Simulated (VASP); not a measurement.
# TiNi (P4mm) in VASP: single point with PBEsol

Aim: the single point of TiNi with PBEsol.

Everything below comes from runs of VASP 6.6.1. Logs are shortened: lines on timing, memory, paths and dates and some standing lists are left out, and cuts for length are marked.

## (1) The cell of the first run

The structure is tetragonal, space group P4mm (No. 99). Conventional cell: a = 3.015 Å, b = 3.015 Å, c = 3.015 Å, α = 90.00°, β = 90.00°, γ = 90.00°. Ti (site symmetry 4mm) has 8 Ni at 2.53 to 2.70 Å and 6 Ti at 3.01 to 3.02 Å within 3.3 Å. Ni (site symmetry 4mm) has 8 Ti at 2.53 to 2.70 Å and 6 Ni at 3.02 Å within 3.3 Å.

## (2) Single point, PBEsol, collinear spin, ferromagnetic start (atom 1 (Ti) moved by (+0.000, -0.150) A along [1 1 0] and z)

Input file INCAR:

```
SYSTEM = TiNi
PREC = Accurate ; ENCUT = 520
EDIFF = 1E-7 ; ISMEAR = 0
SIGMA = 0.15 ; LREAL = .FALSE.
LASPH = .TRUE. ; NELM = 150
ALGO = Fast ; ISIF = 2
LWAVE = .FALSE. ; LCHARG = .FALSE.
ISPIN = 2 ; MAGMOM = 0.31 0.25
LORBIT = 11 ; LMAXMIX = 4
GGA = PS ; NBANDS = 22
```

Input file KPOINTS:

```
Automatic mesh
0
G
  16 16 16
  0 0 0
```

Input file POSCAR:

```
TiNi
1.0
    3.0150000000      0.0000000000      0.0000000000
    0.0000000000      3.0150000000      0.0000000000
    0.0000000000      0.0000000000      3.0150000000
Ti Ni
1 1
Direct
    0.5000000000      0.5000000000      0.4502487562
    0.0000000000      0.0000000000      0.0000000000
```

Potentials or basis: VASP PAW PBE potentials, release 64 (Ti_sv, Ni).

Launch:

```bash
$ cat potpaw_PBE.64/Ti_sv/POTCAR potpaw_PBE.64/Ni/POTCAR > POTCAR
$ mpirun -np 1 vasp_std > vasp.out
```

OUTCAR:

```text
SYSTEM = TiNi
   PREC = Accurate
   ENCUT = 520
   EDIFF = 1E-7
   ISMEAR = 0
   LREAL = .FALSE.
   LASPH = .TRUE.
   NELM = 150
   ISIF = 2
   ISPIN = 2
   LORBIT = 11
   GGA = PS

 ion  position               nearest neighbor table
   1  0.500  0.500  0.450-   2 2.53   2 2.53   2 2.53   2 2.53   2 2.70   2 2.70   2 2.70   2 2.70

   2  0.000  0.000  0.000-   1 2.53   1 2.53   1 2.53   1 2.53   1 2.70   1 2.70   1 2.70   1 2.70

  LATTYP: Found a simple cubic cell.
 ALAT       =     3.0150000000

  Lattice vectors:

 A1 = (   3.0150000000,   0.0000000000,   0.0000000000)
 A2 = (   0.0000000000,   3.0150000000,   0.0000000000)
 A3 = (   0.0000000000,   0.0000000000,   3.0150000000)

Analysis of symmetry for initial positions (statically):
=====================================================================
 Subroutine PRICEL returns:
 Original cell was already a primitive cell.

 Routine SETGRP: Setting up the symmetry group for a
 simple cubic supercell.

 Subroutine GETGRP returns: Found  8 space group operations
 (whereof  8 operations were pure point group operations)
 out of a pool of 48 trial point group operations.

The static configuration has the point symmetry C_4v.

Analysis of symmetry for dynamics (positions and initial velocities):
=====================================================================
 Subroutine PRICEL returns:
 Original cell was already a primitive cell.

 Routine SETGRP: Setting up the symmetry group for a
 simple cubic supercell.

 Subroutine GETGRP returns: Found  8 space group operations
 (whereof  8 operations were pure point group operations)
 out of a pool of 48 trial point group operations.

The dynamic configuration has the point symmetry C_4v.

Analysis of structural, dynamic, and magnetic symmetry:
=====================================================================
 Subroutine PRICEL returns:
 Original cell was already a primitive cell.

 Routine SETGRP: Setting up the symmetry group for a
 simple cubic supercell.

 Subroutine GETGRP returns: Found  8 space group operations
 (whereof  8 operations were pure point group operations)
 out of a pool of 48 trial point group operations.

The overall configuration has the point symmetry C_4v.

 Subroutine INISYM returns: Found  8 space group operations
 (whereof  8 operations are pure point group operations),
 and found     1 'primitive' translations

----------------------------------------------------------------------------------------

                                     Primitive cell

  volume of cell :      27.4070

  direct lattice vectors                    reciprocal lattice vectors
     3.015000000  0.000000000  0.000000000     0.331674959  0.000000000  0.000000000
     0.000000000  3.015000000  0.000000000     0.000000000  0.331674959  0.000000000
     0.000000000  0.000000000  3.015000000     0.000000000  0.000000000  0.331674959

  length of vectors
     3.015000000  3.015000000  3.015000000     0.331674959  0.331674959  0.331674959

  position of ions in fractional coordinates (direct lattice)
     0.500000000  0.500000000  0.450248756
     0.000000000  0.000000000  0.000000000

  ion indices of the primitive-cell ions
   primitive index   ion index
                 1           1
                 2           2

----------------------------------------------------------------------------------------

 KPOINTS: Automatic mesh

Automatic generation of k-mesh.
 Grid dimensions read from file:
 generate k-points for:   16   16   16

 Generating k-lattice:

  Cartesian coordinates                     Fractional coordinates (reciprocal lattice)
     0.020729685  0.000000000  0.000000000     0.062500000  0.000000000  0.000000000
     0.000000000  0.020729685  0.000000000     0.000000000  0.062500000  0.000000000
     0.000000000  0.000000000  0.020729685     0.000000000  0.000000000  0.062500000

  Length of vectors
     0.020729685  0.020729685  0.020729685

  Shift w.r.t. Gamma in fractional coordinates (k-lattice)
     0.000000000  0.000000000  0.000000000

 Subroutine IBZKPT returns following result:
 ===========================================

 Found    405 irreducible k-points:

 Following reciprocal coordinates:
            Coordinates               Weight
  0.000000  0.000000  0.000000      1.000000
  0.062500  0.000000  0.000000      4.000000
  0.000000  0.000000  0.062500      2.000000
  0.125000  0.000000  0.000000      4.000000
  0.000000  0.000000  0.125000      2.000000
  0.187500  0.000000  0.000000      4.000000
[... 16 lines left out ...]
  0.187500  0.062500  0.000000      8.000000
  0.000000  0.187500  0.062500      8.000000
 [... further k-points ...]
   k-points           NKPTS =    405   k-points in BZ     NKDIM =    405   number of bands    NBANDS=     22
   number of dos      NEDOS =    301   number of ions     NIONS =      2
   total plane-waves  NPLWV =  13824
   dimension x,y,z NGX =    24 NGY =   24 NGZ =   24
   dimension x,y,z NGXF=    48 NGYF=   48 NGZF=   48
   ions per type =               1   1
   NGX,Y,Z   is equivalent  to a cutoff of  13.23, 13.23, 13.23 a.u.
   NGXF,Y,Z  is equivalent  to a cutoff of  26.47, 26.47, 26.47 a.u.
 SYSTEM =  TiNi
   PREC   = accura    normal or accurate (medium, high low for compatibility)
   ISTART =      0    job   : 0-new  1-cont  2-samecut
   ICHARG =      2    charge: 1-file 2-atom 10-const
   ISPIN  =      2    spin polarized calculation?
   LNONCOLLINEAR =      F non collinear calculations
   LSORBIT =      F    spin-orbit coupling
   LASPH  =      T    aspherical Exc in radial PAW
   ENCUT  =  520.0 eV  38.22 Ry    6.18 a.u.   5.61  5.61  5.61*2*pi/ulx,y,z
   NELM   =    150;   NELMIN=  2; NELMDL= -5     # of ELM steps
   EDIFF  = 0.1E-06   stopping-criterion for ELM
   LREAL  =      F    real-space projection
   EDIFFG = 0.1E-05   stopping-criterion for IOM
   NSW    =      0    number of steps for IOM
   IBRION =     -1    ionic relax: 0-MD 1-quasi-New 2-CG
   NFREE  =      0    steps in history (QN), initial steepest desc. (CG)
   ISIF   =      2    stress and relaxation
   ISYM   =      2    0-nonsym 1-usesym 2-fastsym
   POTIM  = 0.5000    time-step for ionic-motion
   TEBEG  =    0.0;   TEEND  =   0.0 temperature during run
   PSTRESS=    0.0 pullay stress
   NELECT =      22.0000    total number of electrons
   NUPDOWN=      -1.0000    fix difference up-down
   EMIN   =  10.00;   EMAX   =-10.00  energy-range for DOS
   EFERMI =   0.00;   METHOD = LEGACY
   ISMEAR =     0;   SIGMA  =   0.15  broadening in eV -4-tet -1-fermi 0-gaus
   EFERMI_NEDOS =   21; number of points for ismear=-14 and -15
   IALGO  =     68    algorithm
   IMIX   =      4    mixing-type and parameters
     AMIX     =   0.40;   BMIX     =  1.00
     AMIX_MAG =   1.60;   BMIX_MAG =  1.00
  volume/ion in A,a.u.               =      13.70        92.48
  Fermi-wavevector in a.u.,A,eV,Ry     =   1.521464  2.875150 31.495492  2.314853
  Thomas-Fermi vector in A             =   2.630176
   LORBIT       =     11    0 simple, 1 ext, 2 COOP (PROOUT), +10 PAW based schemes
   GGA     = PS    functional components
   LHFCALC =     F    Hartree Fock is set to
   AEXX    =    0.0000 exact exchange contribution
   IVDW    =     0    specifies the selected vdW correction
   LEPSILON=     F    determine dielectric tensor
   LRPA    =     F    only Hartree local field effects (RPA)
 spin polarized calculation
 RMM-DIIS sequential band-by-band and
 Gauss-broadening in eV      SIGMA  =   0.15
  energy-cutoff  :      520.00
  volume of cell :       27.41
 maximum number of plane-waves:       756
 NGX is ok and might be reduce to    24
   NGX = 11   NGY = 11   NGZ = 11

 number of electron      21.9999994 magnetization      -0.0001077

 number of electron      21.9999994 magnetization       0.0000117

 Free energy of the ion-electron system (eV)
  ---------------------------------------------------
  ext. energy  EPLUGINS =         0.00000000
  ---------------------------------------------------
  free energy    TOTEN  =       -15.15310797 eV

  energy without entropy =      -15.12184855  energy(sigma->0) =      -15.13747826

 E-fermi :   9.1247     XC(G=0): -12.5122

 val. band max:        9.1240527797   @ k =   0.2500   0.0625   0.0625
 cond. band min:       9.1261056818   @ k =   0.1250   0.5000   0.4375
 fundamental gap:      0.0020529020
 Fermi energy:         9.1247408365

 spin component 1

 k-point     1 :       0.0000    0.0000    0.0000
  band No.  band energies     occupation
      1     -47.8428      1.00000
      2     -24.0478      1.00000
      3     -24.0478      1.00000
      4     -24.0416      1.00000
      5       1.4258      1.00000
      6       5.3170      1.00000
[... 14 lines left out ...]
     21      27.0203      0.00000
     22      30.0440      0.00000
[... 552 lines left out ...]
  band No.  band energies     occupation
      1     -47.8329      1.00000
      2     -24.1326      1.00000
      3     -24.0452      1.00000
      4     -24.0405      1.00000
      5       2.1556      1.00000
      6       5.5831      1.00000
[... 14 lines left out ...]
     21      28.2635      0.00000
     22      29.4552      0.00000

 [... further k-points ...]

 spin component 2

 k-point     1 :       0.0000    0.0000    0.0000
  band No.  band energies     occupation
      1     -47.8428      1.00000
      2     -24.0478      1.00000
      3     -24.0478      1.00000
      4     -24.0416      1.00000
      5       1.4258      1.00000
      6       5.3170      1.00000
[... 14 lines left out ...]
     21      27.0158      0.00000
     22      30.0570      0.00000
[... 552 lines left out ...]
  band No.  band energies     occupation
      1     -47.8329      1.00000
      2     -24.1327      1.00000
      3     -24.0452      1.00000
      4     -24.0405      1.00000
      5       2.1556      1.00000
      6       5.5831      1.00000
[... 14 lines left out ...]
     21      28.2634      0.00000
     22      29.4694      0.00000

 [... further k-points ...]
[... 5 lines left out ...]
  --------------------------------------------------------------------------------------
  -------------------------------------------------------------------------------------
  Total       -1.0149402     -1.0149402     -1.1039407      0.0000000      0.0000000      0.0000000
  in kB      -59.3320162    -59.3320162    -64.5348617      0.0000000      0.0000000      0.0000000
  external PRESSURE =     -61.0662980 kB  Pullay stress =       0.0000000 kB

 VOLUME and BASIS-vectors are now :
 -----------------------------------------------------------------------------
  energy-cutoff  :      520.00
  volume of cell :       27.41
      direct lattice vectors                 reciprocal lattice vectors
     3.015000000  0.000000000  0.000000000     0.331674959  0.000000000  0.000000000
     0.000000000  3.015000000  0.000000000     0.000000000  0.331674959  0.000000000
     0.000000000  0.000000000  3.015000000     0.000000000  0.000000000  0.331674959

 POSITION                                       TOTAL-FORCE (eV/Angst)
 -----------------------------------------------------------------------------------
      1.50750      1.50750      1.35750         0.000000     -0.000000      0.510239
      0.00000      0.00000      0.00000        -0.000000      0.000000     -0.510239
 -----------------------------------------------------------------------------------
    total drift:                                0.000000      0.000000      0.000045

  FREE ENERGIE OF THE ION-ELECTRON SYSTEM (eV)
  ---------------------------------------------------
  free  energy   TOTEN  =       -15.1531079694 eV

  energy  without entropy=      -15.1218485520  energy(sigma->0) =      -15.13747826

 total charge

# of ion       s       p       d       tot
------------------------------------------
    1        2.238   6.159   1.841  10.238
    2        0.577   0.464   8.315   9.356
--------------------------------------------------
tot          2.816   6.623  10.156  19.594

 magnetization (x)

# of ion       s       p       d       tot
------------------------------------------
    1       -0.000  -0.000   0.000   0.000
    2        0.000   0.000   0.000   0.000
--------------------------------------------------
tot          0.000  -0.000   0.000   0.000
```

Run time: 7.1 min. Hardware: 1 thread of Intel Xeon Platinum 8559C (Emerald Rapids), shared host; peak memory 0.45 GiB.

Results:

```
Free energy                                           : -15.1531 eV
Pressure                                              : -6.1 GPa
Largest force                                         : 0.510 eV/Å
Band gap on the k mesh                                : zero (filled and empty bands overlap)
Net moment                                            : 0.00 μB per cell
Valence electrons inside the program's atomic spheres : Ti 10.24; Ni 9.36
```

Forces in eV/Å, atoms in the order of the input:
```
Ti   0.000  0.000  0.510
Ni   0.000  0.000 -0.510
```

Caveat: the cell differs from its parent crystal (atom 1 (Ti) moved by (+0.000, -0.150) A along [1 1 0] and z); the cell stands under tension; the PAW data sets were made with another functional, which shifts forces and pressure a little.
